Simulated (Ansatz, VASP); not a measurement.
**Two plane-wave programs on AlN**

Contents of INCAR:

```
  PREC = Accurate
  ENCUT = 520
  EDIFF = 1E-6
  ISMEAR = 0
  SIGMA = 0.05
  LREAL = F
  LASPH = T
  NELM = 60
  ALGO = Normal
  ISIF = 2
  LWAVE = F
  LCHARG = F
  IBRION = 2
  NSW = 50
  EDIFFG = -0.01
```

Contents of KPOINTS:

```
Automatic mesh
0
Gamma
  9 9 6
```

Contents of POSCAR:

```
AlN
1.0
    3.0886152983      0.0000000000      0.0000000000
   -1.5443076491      2.6748193108      0.0000000000
    0.0000000000      0.0000000000      4.8115905661
Al N
2 2
Direct
    0.3333333333      0.6666666667      0.0015210172
    0.6666666667      0.3333333333      0.5015210172
    0.3333333333      0.6666666667      0.3834789828
    0.6666666667      0.3333333333      0.8834789828
```

Input for Ansatz:

```yaml
crystal:
  lattice:
    - [3.0886152983, 0.0, 0.0]
    - [-1.5443076491, 2.6748193108, 0.0]
    - [0.0, 0.0, 4.8115905661]
  atoms:
    - { symbol: Al, position: [0.3333333333, 0.6666666667, 0.0015210172] }
    - { symbol: Al, position: [0.6666666667, 0.3333333333, 0.5015210172] }
    - { symbol: "N", position: [0.3333333333, 0.6666666667, 0.3834789828] }
    - { symbol: "N", position: [0.6666666667, 0.3333333333, 0.8834789828] }
basis:
  ecutwfc: 520.0
kpoints:
  mp_grid: { grid: [9, 9, 6] }
hamiltonian:
  xc: lda
  pseudopotentials: { kind: paw, azcp: { folder: soft_1 } }
scf:
  occupations: { method: gaussian, width: 0.05 }
output:
  forces: true
  stress: true
  eigenvalues: true
relax:
  adjacent_minimum: "off"
  f_tol: 0.01
  max_steps: 30
```

Change from the starting cell: engineering shear strain xz +0.0000, normal strain along z -0.0267.

Alike in both runs: task relaxation of the atoms; functional LDA; k mesh 9 × 9 × 6; occupations gaussian, width 0.05 eV; no spin polarisation.

```csv
,VASP,Ansatz
version,VASP 6.6.1,Ansatz 0.2.0
potentials or method,"VASP PAW LDA potentials, release 64 (Al, N), cutoff 520 eV","scalar-relativistic, plane waves, PAW"
valence electrons in the cell,16,16
```

|  | VASP | Ansatz | Ansatz less VASP |
| --- | --- | --- | --- |
| gap on the k mesh at the Fermi level, each at its own relaxed structure (eV) | 4.49 | 4.49 | -0.007 |

Ansatz warns that its potentials were made for another functional, while VASP's fit it. LDA's correlation is that of Perdew and Zunger in VASP and of Perdew and Wang (1992) in Ansatz. Ansatz's warnings: stress scf threshold loose.
